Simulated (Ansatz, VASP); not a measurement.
## Two plane-wave programs on Ti

```xyz
2
Lattice="0.0000 2.7501 2.7501 2.7501 0.0000 2.7501 2.7501 2.7501 0.0000" Properties=species:S:1:pos:R:3 pbc="T T T"
Ti    0.6875    0.6875    0.6875
Ti    4.8127    4.8127    4.8127
```

Alike in both runs: task single point; functional LDA; k mesh 11 × 11 × 11; occupations fermi-dirac, width 0.1 eV; no spin polarisation.

```csv
,VASP,Ansatz
version,VASP 6.6.1,Ansatz 0.2.0
potentials or method,"VASP PAW LDA potentials, release 64 (Ti_sv), cutoff 520 eV","plane waves (420 eV) with PAW, scalar-relativistic"
valence electrons in the cell,24,24
```

|  | VASP | Ansatz | Ansatz less VASP |
| --- | --- | --- | --- |
| pressure (GPa) | -2.2 | -2.5 | -0.29 |

Ansatz warns that its potentials were made for another functional, while VASP's fit it. LDA's correlation is that of Perdew and Zunger in VASP and of Perdew and Wang (1992) in Ansatz.
